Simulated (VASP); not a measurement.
# Si13H6N16Cl2F4 in VASP: single point with PBE+D3(BJ)

Aim: the single point of Si13H6N16Cl2F4 with PBE+D3(BJ).

All numbers are computed with VASP 6.6.1; they aren't measurements. Logs are shortened: lines on timing, memory, paths and dates and some standing lists are left out, and cuts for length are marked.

## 1. The cell of the first run

The cell holds a slab with vacuum, 41 atoms: a = 5.823 Å, b = 7.619 Å, c = 29.332 Å, α = 90.00°, β = 90.00°, γ = 90.00°.

## 2. Single point, PBE+D3(BJ)

Input file INCAR:

```
  PREC = Accurate
  ENCUT = 520
  EDIFF = 1E-6
  ISMEAR = 0
  SIGMA = 0.05
  LREAL = Auto
  LASPH = T
  NELM = 120
  ALGO = Normal
  ISIF = 2
  LWAVE = F
  LCHARG = T
  LDIPOL = T
  IDIPOL = 3
  DIPOL = 0.5 0.5 0.445
  GGA = PE
  IVDW = 12
  LELF = T
  LVHAR = T
  LVACPOTAV = T
  NBANDS = 116
  GGA_COMPAT = F
  NELMDL = -8
```

Input file KPOINTS:

```
Automatic mesh
0
Gamma
  3 2 1
```

Input file POSCAR:

```
Si13H6N16Cl2F4
1.0
    5.8227421241      0.0000000000      0.0000000000
    0.0000000000      7.6186784802      0.0000000000
    0.0000000000      0.0000000000     29.3318158446
Si N F H Cl
13 16 4 6 2
Direct
    0.1255433507      0.4709471891      0.3276711069
    0.6255433507      0.4709471891      0.3276711069
    0.3755433507      0.7901434081      0.3668246709
    0.8755433507      0.7901434081      0.3668246709
    0.3755433507      0.1808037809      0.3798950891
    0.8755433507      0.1808037809      0.3798950891
    0.1255860452      0.8240260083      0.4583262074
    0.6256838464      0.8236996318      0.4582955395
    0.1254655085      0.2150181837      0.4712338039
    0.6255946708      0.2152782472      0.4712474660
    0.3754199273      0.5354405183      0.5096621796
    0.8756685504      0.5349821239      0.5099122908
    0.4515028606      0.1707396407      0.6274781537
    0.3755433507      0.0000000000      0.3440678525
    0.8755433507      0.0000000000      0.3440678525
    0.3755433507      0.3649136308      0.3448306757
    0.8755433507      0.3649136308      0.3448306757
    0.1255433507      0.6799134204      0.3515530120
    0.6255433507      0.6799134204      0.3515530120
    0.1255433507      0.1850002104      0.4123263168
    0.6255433507      0.1850002104      0.4123263168
    0.3757329743      0.8139506219      0.4256771495
    0.8756401573      0.8143234447      0.4256659055
    0.3755122427      0.3266893228      0.4869693785
    0.8754728297      0.3267616684      0.4868790607
    0.1253861661      0.6425676540      0.4949083208
    0.6257426500      0.6427505189      0.4950378987
    0.1254263462      0.0062074490      0.4923087578
    0.6250811634      0.0061433120      0.4924101356
    0.1255275096      0.4892515435      0.2732894226
    0.6255146004      0.4892570012      0.2732887883
    0.3747767744      0.5137500303      0.5642762207
    0.8754246591      0.5126691892      0.5644199377
    0.3784722855      0.0185997824      0.3098634851
    0.8784327239      0.0186504266      0.3098651369
    0.1362517943      0.9884351998      0.5266456273
    0.6318364759      0.9869656425      0.5266391120
    0.6030690980      0.1859544071      0.5871578258
    0.3681390033      0.3394646716      0.6458443948
    0.1691551438      0.0225331809      0.6084417080
    0.6253106000      0.0374084069      0.6773435512
```

Potentials or basis: VASP PAW PBE potentials, release 64 (Si, N, F, H, Cl).

The run is started by

```console
$ cat potpaw_PBE.64/Si/POTCAR potpaw_PBE.64/N/POTCAR potpaw_PBE.64/F/POTCAR potpaw_PBE.64/H/POTCAR potpaw_PBE.64/Cl/POTCAR > POTCAR
$ mpirun -np 1 vasp_std > vasp.out
```

OUTCAR:

```text
PREC = Accurate
   ENCUT = 520
   EDIFF = 1E-6
   ISMEAR = 0
   LREAL = Auto
   LASPH = T
   NELM = 120
   ISIF = 2
   GGA = PE
   IVDW = 12
   NELMDL = -8
 IVDW          = 12

 ion  position               nearest neighbor table
   1  0.126  0.471  0.328-  30 1.60  17 1.74  16 1.74  18 1.74   2 2.91   2 2.91   4 3.06   3 3.06
                             6 3.06   5 3.06
   2  0.626  0.471  0.328-  31 1.60  17 1.74  16 1.74  19 1.74   1 2.91   1 2.91   4 3.06   3 3.06
                             6 3.06   5 3.06
   3  0.376  0.790  0.367-  14 1.73  22 1.74  19 1.74  18 1.74   4 2.91   4 2.91   5 3.00   2 3.06
                             1 3.06   8 3.06   7 3.06
   4  0.876  0.790  0.367-  15 1.73  23 1.74  19 1.74  18 1.74   3 2.91   3 2.91   6 3.00   2 3.06
                             1 3.06   8 3.06   7 3.06
   5  0.376  0.181  0.380-  14 1.73  20 1.74  21 1.74  16 1.74   6 2.91   6 2.91   3 3.00   2 3.06
                             1 3.06   9 3.06  10 3.06
   6  0.876  0.181  0.380-  15 1.73  20 1.74  21 1.74  17 1.74   5 2.91   5 2.91   4 3.00   2 3.06
                             1 3.06   9 3.06  10 3.06
   7  0.126  0.824  0.458-  28 1.71  23 1.74  22 1.74  26 1.75   8 2.91   8 2.91   9 3.00  11 3.04
                            12 3.04   3 3.06   4 3.06
   8  0.626  0.824  0.458-  29 1.71  22 1.74  23 1.74  27 1.75   7 2.91   7 2.91  10 3.01  11 3.04
                            12 3.04   4 3.06   3 3.06
   9  0.125  0.215  0.471-  28 1.71  20 1.74  25 1.75  24 1.75  10 2.91  10 2.91   7 3.00  12 3.06
                            11 3.06   6 3.06   5 3.06
  10  0.626  0.215  0.471-  29 1.71  21 1.74  25 1.75  24 1.75   9 2.91   9 2.91   8 3.01  12 3.06
                            11 3.06   6 3.06   5 3.06
  11  0.375  0.535  0.510-  32 1.61  24 1.72  26 1.72  27 1.73  12 2.91  12 2.91   8 3.04   7 3.04
                            10 3.06   9 3.06
  12  0.876  0.535  0.510-  33 1.61  25 1.72  26 1.73  27 1.73  11 2.91  11 2.91   8 3.04   7 3.04
                            10 3.06   9 3.06
  13  0.452  0.171  0.627-  39 1.48  38 1.48  41 2.05  40 2.07
  14  0.376  0.000  0.344-  34 1.01   3 1.73   5 1.73
  15  0.876  0.000  0.344-  35 1.01   4 1.73   6 1.73
  16  0.376  0.365  0.345-   1 1.74   2 1.74   5 1.74
  17  0.876  0.365  0.345-   1 1.74   2 1.74   6 1.74
  18  0.126  0.680  0.352-   3 1.74   4 1.74   1 1.74
  19  0.626  0.680  0.352-   3 1.74   4 1.74   2 1.74
[... 8 lines left out ...]
  28  0.125  0.006  0.492-  36 1.02   9 1.71   7 1.71
  29  0.625  0.006  0.492-  37 1.02  10 1.71   8 1.71
  30  0.126  0.489  0.273-   1 1.60
  31  0.626  0.489  0.273-   2 1.60
  32  0.375  0.514  0.564-  11 1.61
  33  0.875  0.513  0.564-  12 1.61
  34  0.378  0.019  0.310-  14 1.01
  35  0.878  0.019  0.310-  15 1.01
  36  0.136  0.988  0.527-  28 1.02
  37  0.632  0.987  0.527-  29 1.02
  38  0.603  0.186  0.587-  13 1.48
  39  0.368  0.339  0.646-  13 1.48
  40  0.169  0.023  0.608-  13 2.07
  41  0.625  0.037  0.677-  13 2.05

  LATTYP: Found a simple orthorhombic cell.
 ALAT       =     5.8227421241
 B/A-ratio  =     1.3084348092
 C/A-ratio  =     5.0374574761

  Lattice vectors:

 A1 = (   5.8227421241,   0.0000000000,   0.0000000000)
 A2 = (   0.0000000000,   7.6186784802,   0.0000000000)
 A3 = (   0.0000000000,   0.0000000000,  29.3318158446)

Analysis of symmetry for initial positions (statically):
=====================================================================
 Subroutine PRICEL returns:
 Original cell was already a primitive cell.

 Routine SETGRP: Setting up the symmetry group for a
 simple orthorhombic supercell.

 Subroutine GETGRP returns: Found  1 space group operations
 (whereof  1 operations were pure point group operations)
 out of a pool of  8 trial point group operations.

The static configuration has the point symmetry C_1 .

Analysis of symmetry for dynamics (positions and initial velocities):
=====================================================================
 Subroutine PRICEL returns:
 Original cell was already a primitive cell.

 Routine SETGRP: Setting up the symmetry group for a
 simple orthorhombic supercell.

 Subroutine GETGRP returns: Found  1 space group operations
 (whereof  1 operations were pure point group operations)
 out of a pool of  8 trial point group operations.

The dynamic configuration has the point symmetry C_1 .

[... 106 lines left out ...]

 KPOINTS: Automatic mesh

Automatic generation of k-mesh.
 Grid dimensions read from file:
 generate k-points for:    3    2    1

 Generating k-lattice:

  Cartesian coordinates                     Fractional coordinates (reciprocal lattice)
     0.057246796  0.000000000  0.000000000     0.333333333  0.000000000  0.000000000
     0.000000000  0.065628180  0.000000000     0.000000000  0.500000000  0.000000000
     0.000000000  0.000000000  0.034092673     0.000000000  0.000000000  1.000000000

  Length of vectors
     0.057246796  0.065628180  0.034092673

  Shift w.r.t. Gamma in fractional coordinates (k-lattice)
     0.000000000  0.000000000  0.000000000

 Subroutine IBZKPT returns following result:
 ===========================================

 Found      4 irreducible k-points:

 Following reciprocal coordinates:
            Coordinates               Weight
  0.000000  0.000000  0.000000      1.000000
  0.333333  0.000000  0.000000      2.000000
  0.000000  0.500000  0.000000      1.000000
  0.333333  0.500000  0.000000      2.000000
   k-points           NKPTS =      4   k-points in BZ     NKDIM =      4   number of bands    NBANDS=    116
   number of dos      NEDOS =    301   number of ions     NIONS =     41
   total plane-waves  NPLWV = 645120
   dimension x,y,z NGX =    48 NGY =   60 NGZ =  224
   dimension x,y,z NGXF=    96 NGYF=  120 NGZF=  448
   ions per type =              13  16   4   6   2
   NGX,Y,Z   is equivalent  to a cutoff of  13.70, 13.09, 12.70 a.u.
   NGXF,Y,Z  is equivalent  to a cutoff of  27.41, 26.19, 25.39 a.u.
 SYSTEM =  unknown system
   PREC   = accura    normal or accurate (medium, high low for compatibility)
   ISTART =      0    job   : 0-new  1-cont  2-samecut
   ICHARG =      2    charge: 1-file 2-atom 10-const
   ISPIN  =      1    spin polarized calculation?
   LNONCOLLINEAR =      F non collinear calculations
   LSORBIT =      F    spin-orbit coupling
   LASPH  =      T    aspherical Exc in radial PAW
   ENCUT  =  520.0 eV  38.22 Ry    6.18 a.u.  10.83 14.17 54.54*2*pi/ulx,y,z
   NELM   =    120;   NELMIN=  2; NELMDL= -8     # of ELM steps
   EDIFF  = 0.1E-05   stopping-criterion for ELM
   LREAL  =      T    real-space projection
   EDIFFG = 0.1E-04   stopping-criterion for IOM
   NSW    =      0    number of steps for IOM
   IBRION =     -1    ionic relax: 0-MD 1-quasi-New 2-CG
   NFREE  =      0    steps in history (QN), initial steepest desc. (CG)
   ISIF   =      2    stress and relaxation
   ISYM   =      2    0-nonsym 1-usesym 2-fastsym
   POTIM  = 0.5000    time-step for ionic-motion
   TEBEG  =    0.0;   TEEND  =   0.0 temperature during run
   PSTRESS=    0.0 pullay stress
   NELECT =     180.0000    total number of electrons
   NUPDOWN=      -1.0000    fix difference up-down
   EMIN   =  10.00;   EMAX   =-10.00  energy-range for DOS
   EFERMI =   0.00;   METHOD = LEGACY
   ISMEAR =     0;   SIGMA  =   0.05  broadening in eV -4-tet -1-fermi 0-gaus
   EFERMI_NEDOS =   21; number of points for ismear=-14 and -15
   IALGO  =     38    algorithm
   IMIX   =      4    mixing-type and parameters
     AMIX     =   0.40;   BMIX     =  1.00
     AMIX_MAG =   1.60;   BMIX_MAG =  1.00
  volume/ion in A,a.u.               =      31.74       214.17
  Fermi-wavevector in a.u.,A,eV,Ry     =   0.846675  1.599985  9.753462  0.716859
  Thomas-Fermi vector in A             =   1.962060
   LORBIT       =      0    0 simple, 1 ext, 2 COOP (PROOUT), +10 PAW based schemes
   GGA     = PE    functional components
   LHFCALC =     F    Hartree Fock is set to
   AEXX    =    0.0000 exact exchange contribution
   IVDW    =    12    specifies the selected vdW correction
   LEPSILON=     F    determine dielectric tensor
   LRPA    =     F    only Hartree local field effects (RPA)
 non-spin polarized calculation
 Gauss-broadening in eV      SIGMA  =   0.05
  energy-cutoff  :      520.00
  volume of cell :     1301.21
 maximum number of plane-waves:     35072
 NGX is ok and might be reduce to    48
   NGX = 21   NGY = 29   NGZ =109

 dipolmoment           0.000000      0.000000      0.000137 electrons x Angstroem

 number of electron     179.9999964 magnetization

 dipolmoment           0.000000      0.000000     -0.004423 electrons x Angstroem

 Free energy of the ion-electron system (eV)
  ---------------------------------------------------
  ext. energy  EPLUGINS =         0.00000000
  ---------------------------------------------------
  free energy    TOTEN  =      -283.31872834 eV

  energy without entropy =     -283.31872834  energy(sigma->0) =     -283.31872834

 E-fermi :  -1.8217     XC(G=0):  -3.9433

 val. band max:       -2.0940327694   @ k =   0.0000   0.5000   0.0000
 cond. band min:       1.7774568838   @ k =   0.0000   0.0000   0.0000
 fundamental gap:      3.8714896532
 Fermi energy:        -1.8216649489

 k-point     1 :       0.0000    0.0000    0.0000
  band No.  band energies     occupation
      1     -26.6763      2.00000
      2     -26.5822      2.00000
      3     -26.5012      2.00000
      4     -26.3906      2.00000
      5     -20.2518      2.00000
      6     -19.5767      2.00000
[... 409 lines left out ...]
    101       3.5530      0.00000
    102       3.5961      0.00000
 [bands above 102 left out]

------------------------ aborting loop because EDIFF is reached ----------------------------------------

 vacuum level on the upper side and lower side of the slab       (xc-potential included)        -0.066        -0.118

 Edisp (eV)   -6.00291

 E8    (eV) :    -2.1175

  FORCE on cell =-STRESS in cart. coord.  units (eV):
  Direction    XX          YY          ZZ          XY          YZ          ZX
  --------------------------------------------------------------------------------------
  -------------------------------------------------------------------------------------
  Total       0.28161    -0.14417    -1.17753    -0.17917     0.21936     0.03255
  in kB       0.34675    -0.17752    -1.44989    -0.22062     0.27009     0.04008
  external pressure =       -0.43 kB  Pullay stress =        0.00 kB

 VOLUME and BASIS-vectors are now :
 -----------------------------------------------------------------------------
  energy-cutoff  :      520.00
  volume of cell :     1301.21
      direct lattice vectors                 reciprocal lattice vectors
     5.822742124  0.000000000  0.000000000     0.171740389  0.000000000  0.000000000
     0.000000000  7.618678480  0.000000000     0.000000000  0.131256359  0.000000000
     0.000000000  0.000000000 29.331815845     0.000000000  0.000000000  0.034092673

 POSITION                                       TOTAL-FORCE (eV/Angst)
 -----------------------------------------------------------------------------------
      0.73101      3.58800      9.61119        -0.000897     -0.024984      1.122175
      3.64238      3.58800      9.61119         0.000336     -0.022703      1.119145
      2.18669      6.01985     10.75963         0.008819      0.361736     -0.389452
      5.09806      6.01985     10.75963         0.005053      0.368505     -0.395492
      2.18669      1.37749     11.14301        -0.014011     -0.408114     -0.547659
      5.09806      1.37749     11.14301         0.015345     -0.406262     -0.548394
[... 33 lines left out ...]
      0.98495      0.17167     17.84670         0.011528      0.005061     -0.003361
      3.64102      0.28500     19.86772        -0.010698      0.010656     -0.013487
 -----------------------------------------------------------------------------------
    total drift:                               -0.002496     -0.002657     -0.003335

  FREE ENERGIE OF THE ION-ELECTRON SYSTEM (eV)
  ---------------------------------------------------
  free  energy   TOTEN  =      -289.3216427504 eV

  energy  without entropy=     -289.3216427504  energy(sigma->0) =     -289.32164275

 vacuum level on the upper side and lower side of the slab         3.662         3.679
```

It took 67 min on 1 thread of Intel Xeon 8259CL, shared host; peak memory 1.4 GiB.

What came out:

* Free energy: -289.3216 eV
* Largest force: 1.122 eV/Å
* Band gap on the k mesh: 3.87 eV (least direct gap 3.89 eV)
* Dispersion energy per atom: -0.146 eV
* Ionisation potential of the upper face: 5.76 eV

Forces in eV/Å, atoms in the order of the input:
```
Si  -0.001 -0.025  1.122
Si   0.000 -0.023  1.119
Si   0.009  0.362 -0.389
Si   0.005  0.369 -0.395
Si  -0.014 -0.408 -0.548
Si   0.015 -0.406 -0.548
Si  -0.002  0.003  0.006
Si  -0.004  0.007  0.010
Si   0.002 -0.008  0.000
Si  -0.005 -0.010 -0.005
Si  -0.001  0.015 -0.206
Si  -0.002  0.023 -0.225
Si  -0.011 -0.030  0.036
N   -0.008 -0.106  0.916
N   -0.010 -0.104  0.912
N    0.004  0.393 -0.631
N   -0.002  0.394 -0.632
N   -0.001 -0.461 -0.461
N    0.004 -0.463 -0.464
N   -0.005  0.240  0.205
N   -0.010  0.221  0.261
N    0.001 -0.008 -0.004
N   -0.001 -0.009 -0.002
N    0.002  0.004  0.000
N    0.001  0.003  0.001
N    0.001  0.003 -0.005
N    0.002  0.001 -0.006
N   -0.013  0.004 -0.005
N    0.007  0.001 -0.002
F    0.001  0.021 -0.215
F    0.000  0.021 -0.215
F   -0.002 -0.034  0.202
F   -0.001 -0.026  0.206
H    0.002  0.000  0.003
H    0.002 -0.001  0.003
H    0.012  0.003 -0.007
H   -0.004  0.001  0.001
H    0.023  0.003 -0.026
H    0.002  0.017  0.009
Cl   0.012  0.005 -0.003
Cl  -0.011  0.011 -0.013
```
